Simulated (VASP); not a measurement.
# SiO2 (P6_222) in VASP: notebook, part 2 of 2

VASP 6.6.1. Earlier steps stand in the parts before.

### Step 3. Single point, PBE (strain -0.040 along x and y, +0.040 along z)

INCAR

```
  PREC = Accurate
  ENCUT = 520
  EDIFF = 1E-7
  ISMEAR = 0
  SIGMA = 0.05
  LREAL = False
  LASPH = True
  NELM = 100
  ALGO = Normal
  ISIF = 2
  LWAVE = False
  LCHARG = False
  GGA = PE
  NBANDS = 34
```

KPOINTS

```
regular mesh
0
Gamma
  6 6 4
```

POSCAR

```
SiO2
1.0
    4.9007002161      0.0000000000      0.0000000000
   -2.4503501080      4.2441308835      0.0000000000
    0.0000000000      0.0000000000      5.8080733617
Si O
3 6
Direct
    0.5000000000      0.0000000000      0.0000000000
    0.5000000000      0.5000000000      0.3333333333
    0.0000000000      0.5000000000      0.6666666667
    0.4159266453      0.2079633227      0.1666666667
    0.2079633227      0.4159266453      0.5000000000
    0.7920366773      0.2079633227      0.8333333333
    0.5840733547      0.7920366773      0.1666666667
    0.7920366773      0.5840733547      0.5000000000
    0.2079633227      0.7920366773      0.8333333333
```

Potentials or basis: VASP PAW PBE potentials, release 64 (Si, O).

Command:

```
$ cat potpaw_PBE.64/Si/POTCAR potpaw_PBE.64/O/POTCAR > POTCAR
$ mpirun -np 1 vasp_std > vasp.out
```

OUTCAR:

```text
PREC = Accurate
   ENCUT = 520
   EDIFF = 1E-7
   ISMEAR = 0
   LREAL = False
   LASPH = True
   NELM = 100
   ISIF = 2
   GGA = PE

 ion  position               nearest neighbor table
   1  0.500  0.000  0.000-   6 1.60   9 1.60   7 1.60   4 1.60   2 3.12   2 3.12   3 3.12   3 3.12

   2  0.500  0.500  0.333-   4 1.60   7 1.60   5 1.60   8 1.60   1 3.12   1 3.12   3 3.12   3 3.12

   3  0.000  0.500  0.667-   6 1.60   9 1.60   8 1.60   5 1.60   1 3.12   1 3.12   2 3.12   2 3.12

   4  0.416  0.208  0.167-   2 1.60   1 1.60
   5  0.208  0.416  0.500-   2 1.60   3 1.60
   6  0.792  0.208  0.833-   3 1.60   1 1.60
   7  0.584  0.792  0.167-   2 1.60   1 1.60
   8  0.792  0.584  0.500-   2 1.60   3 1.60
   9  0.208  0.792  0.833-   3 1.60   1 1.60

  LATTYP: Found a hexagonal cell.
 ALAT       =     4.9007002161
 C/A-ratio  =     1.1851517346

  Lattice vectors:

 A1 = (   4.9007002161,   0.0000000000,   0.0000000000)
[... 193 lines left out ...]
 fundamental gap:      5.6272718084
 Fermi energy:         1.0403125659

 k-point     1 :       0.0000    0.0000    0.0000
  band No.  band energies     occupation
      1     -18.8257      2.00000
      2     -17.4416      2.00000
      3     -17.4416      2.00000
      4     -16.6264      2.00000
      5     -16.5971      2.00000
      6     -16.5971      2.00000
[... 766 lines left out ...]
     33      12.4090      0.00000
     34      12.4104      0.00000

------------------------ aborting loop because EDIFF is reached ----------------------------------------

  FORCE on cell =-STRESS in cart. coord.  units (eV):
  Direction    XX          YY          ZZ          XY          YZ          ZX
  --------------------------------------------------------------------------------------
  -------------------------------------------------------------------------------------
  Total        7.0770910      7.0770910      2.8319113      0.0000000     -0.0000000     -0.0000000
  in kB       93.8612565     93.8612565     37.5587580      0.0000000     -0.0000000     -0.0000000
  external PRESSURE =      75.0937570 kB  Pullay stress =       0.0000000 kB

 VOLUME and BASIS-vectors are now :
 -----------------------------------------------------------------------------
  energy-cutoff  :      520.00
  volume of cell :      120.80
      direct lattice vectors                 reciprocal lattice vectors
     4.900700216  0.000000000  0.000000000     0.204052473  0.117809750  0.000000000
    -2.450350108  4.244130883  0.000000000     0.000000000  0.235619501  0.000000000
     0.000000000  0.000000000  5.808073362     0.000000000  0.000000000  0.172174134

 POSITION                                       TOTAL-FORCE (eV/Angst)
 -----------------------------------------------------------------------------------
      2.45035      0.00000      0.00000        -0.000000      0.000000     -0.000000
      1.22518      2.12207      1.93602        -0.000000      0.000000     -0.000000
     -1.22518      2.12207      3.87205        -0.000000      0.000000     -0.000000
      1.52875      0.88262      0.96801        -0.339423     -0.195966      0.000000
      0.00000      1.76525      2.90404        -0.000000     -0.391932     -0.000000
      3.37195      0.88262      4.84006         0.339423     -0.195966     -0.000000
      0.92160      3.36151      0.96801         0.339423      0.195966      0.000000
      2.45035      2.47888      2.90404         0.000000      0.391932     -0.000000
     -0.92160      3.36151      4.84006        -0.339423      0.195966      0.000000
 -----------------------------------------------------------------------------------
    total drift:                                0.000000     -0.000000      0.000001

  FREE ENERGIE OF THE ION-ELECTRON SYSTEM (eV)
  ---------------------------------------------------
  free  energy   TOTEN  =       -70.8831022466 eV

  energy  without entropy=      -70.8831022466  energy(sigma->0) =      -70.88310225
```

OSZICAR:

```text
N       E                     dE             d eps       ncg     rms          rms(c)
DAV:   1     0.288941338118E+03    0.28894E+03   -0.25139E+04  1428   0.130E+03
DAV:   2    -0.606052475015E+02   -0.34955E+03   -0.33784E+03  1848   0.302E+02
DAV:   3    -0.807460898319E+02   -0.20141E+02   -0.20044E+02  1832   0.771E+01
DAV:   4    -0.809709792318E+02   -0.22489E+00   -0.22467E+00  1784   0.914E+00
DAV:   5    -0.809742297786E+02   -0.32505E-02   -0.32485E-02  1796   0.109E+00    0.263E+01
DAV:   6    -0.708995852792E+02    0.10075E+02   -0.35679E+01  1610   0.320E+01    0.126E+01
DAV:   7    -0.708813218548E+02    0.18263E-01   -0.10460E+00  1752   0.493E+00    0.447E+00
DAV:   8    -0.708707573387E+02    0.10565E-01   -0.53197E-02  1738   0.165E+00    0.174E+00
DAV:   9    -0.708808953996E+02   -0.10138E-01   -0.30500E-02  1632   0.117E+00    0.334E-01
DAV:  10    -0.708830788845E+02   -0.21835E-02   -0.33767E-03  1574   0.305E-01    0.946E-02
DAV:  11    -0.708830835554E+02   -0.46709E-05   -0.70228E-04  1784   0.160E-01    0.150E-02
DAV:  12    -0.708830985115E+02   -0.14956E-04   -0.22742E-05  1640   0.272E-02    0.160E-02
DAV:  13    -0.708831017314E+02   -0.32199E-05   -0.79574E-06  1680   0.159E-02    0.532E-03
DAV:  14    -0.708831022221E+02   -0.49067E-06   -0.68867E-07  1736   0.456E-03    0.998E-04
DAV:  15    -0.708831022466E+02   -0.24525E-07   -0.26373E-08  1256   0.102E-03
   1 F= -.70883102E+02 E0= -.70883102E+02  d E =-.121571E-13
```

stdout:

```text
POSCAR found type information on POSCAR SiO
 POSCAR found :  2 types and       9 ions
 scaLAPACK will be used
 LDA part: xc-table for (Slater+PW92), standard interpolation
 POSCAR, INCAR and KPOINTS ok, starting setup
 FFT: planning ... GRIDC
 FFT: planning ... GRID_SOFT
 FFT: planning ... GRID
 WAVECAR not read
 entering main loop
```

Run time: 47 s. Hardware: 1 thread of Intel Xeon 6975P-C (Granite Rapids), shared host; peak memory 0.25 GiB.

Results:

```
Free energy            : -70.8831 eV
Pressure               : 7.5 GPa
Largest force          : 0.392 eV/Å
Band gap on the k mesh : 5.63 eV (least direct gap 5.70 eV)
```

Forces in eV/Å, atoms in the order of the input:
```
Si   0.000  0.000  0.000
Si   0.000  0.000  0.000
Si   0.000  0.000  0.000
O   -0.339 -0.196  0.000
O    0.000 -0.392  0.000
O    0.339 -0.196  0.000
O    0.339  0.196  0.000
O    0.000  0.392  0.000
O   -0.339  0.196  0.000
```

Stress tensor (GPa, compression positive):
```
9.39 0.00 0.00
0.00 9.39 0.00
0.00 0.00 3.76
```

Levels at points of the mesh, in eV from the valence-band top:
```csv
k point,band 21,band 22,band 23,band 24,band 25,band 26,band 27,band 28
"(0.00, 0.00, 0.00)",-1.19,-0.52,-0.52,-0.07,5.63,8.86,8.86,9.19
"(0.50, 0.00, 0.00)",-1.22,-1.17,-0.52,-0.07,7.74,8.61,9.55,9.65
"(0.00, 0.00, 0.50)",-1.06,-0.53,0.00,0.00,7.39,7.39,8.20,9.46
"(0.50, 0.00, 0.50)",-1.02,-0.90,-0.89,-0.31,8.69,8.88,9.00,9.19
```

Caveat: the cell differs from its parent crystal (strain -0.040 along x and y, +0.040 along z); the stress differs along the axes, from 4 to 9 GPa. A k mesh can miss the band edges.

### Step 4. Single point, PBE (strain -0.040 along x and y, +0.080 along z)

INCAR

```
PREC = Accurate
ENCUT = 520
EDIFF = 1E-6
ISMEAR = 0
SIGMA = 0.05
LREAL = F
LASPH = T
NELM = 80
ALGO = Normal
ISIF = 2
LWAVE = F
LCHARG = F
GGA = PE
NBANDS = 34
```

KPOINTS is that of step 3.

POSCAR: that of step 3 with these lines changed.

```diff
@@ -4,3 +4,3 @@
    -2.4503501080      4.2441308835      0.0000000000
-    0.0000000000      0.0000000000      5.8080733617
+    0.0000000000      0.0000000000      6.0314607987
 Si O
```

Command:

```
$ cat potpaw_PBE.64/Si/POTCAR potpaw_PBE.64/O/POTCAR > POTCAR
$ mpirun -np 1 vasp_std > vasp.out
```

Wall time 41 s (1 thread of Intel Xeon 6975P-C (Granite Rapids), shared host); peak memory 0.25 GiB.

Results (log left out):

```yaml
Free_energy: -70.8418 eV
Pressure: -0.3 GPa
Largest_force: 0.131 eV/Å
Band_gap_on_the_k_mesh: 5.23 eV (least direct gap 5.25 eV)
```

Forces in eV/Å, atoms in the order of the input:
```
Si   0.000  0.000  0.000
Si   0.000  0.000  0.000
Si   0.000  0.000  0.000
O   -0.113 -0.065  0.000
O    0.000 -0.131  0.000
O    0.113 -0.065  0.000
O    0.113  0.065  0.000
O    0.000  0.131  0.000
O   -0.113  0.065  0.000
```

Stress tensor (GPa, compression positive):
```
 2.97  0.00  0.00
 0.00  2.97  0.00
 0.00  0.00 -6.87
```

Levels at points of the mesh, in eV from the valence-band top:
| k point | band 20 | band 21 | band 22 | band 23 | band 24 | band 25 | band 26 | band 27 | band 28 | band 29 |
| --- | --- | --- | --- | --- | --- | --- | --- | --- | --- | --- |
| (0.00, 0.00, 0.00) | -1.23 | -1.23 | -0.50 | -0.50 | -0.02 | 5.23 | 8.55 | 8.55 | 8.82 | 8.82 |
| (0.50, 0.00, 0.00) | -1.45 | -1.21 | -1.20 | -0.58 | -0.09 | 7.36 | 8.21 | 9.18 | 9.27 | 9.68 |
| (0.00, 0.00, 0.50) | -2.12 | -0.95 | -0.65 | 0.00 | 0.00 | 6.97 | 6.97 | 7.94 | 8.99 | 8.99 |
| (0.50, 0.00, 0.50) | -1.54 | -1.02 | -0.95 | -0.95 | -0.27 | 7.95 | 8.23 | 8.63 | 8.91 | 9.38 |

Caveat: the cell differs from its parent crystal (strain -0.040 along x and y, +0.080 along z); the stress differs along the axes, from -7 to 3 GPa. A k mesh can miss the band edges.

### Step 5. Overview

| cell | gap on the mesh (eV) | pressure (GPa) | largest force (eV/Å) |
| --- | --- | --- | --- |
| a = 5.105, b = 5.105, c = 5.361 Å, angles 90.0, 90.0, 120.0°, 9 atoms | 5.78 | 7.7 | 0.26 |
| a = 4.901, b = 4.901, c = 5.808 Å, angles 90.0, 90.0, 120.0°, 9 atoms | 5.63 | 7.5 | 0.39 |
| a = 4.901, b = 4.901, c = 6.031 Å, angles 90.0, 90.0, 120.0°, 9 atoms | 5.23 | -0.3 | 0.13 |

Alike in all rows: task single point; level PBE; potentials or basis VASP PAW PBE potentials, release 64 (Si, O); no spin polarisation; k mesh 6 × 6 × 4; cutoff (eV) 520; smearing gaussian 0.05 eV.

Caveats: the cell stands under pressure (at least some runs); the stress differs along the axes, from 4 to 9 GPa (at least some runs); the stress differs along the axes, from -7 to 3 GPa (at least some runs).

Absolute energies hang on the potentials; compare differences alone.
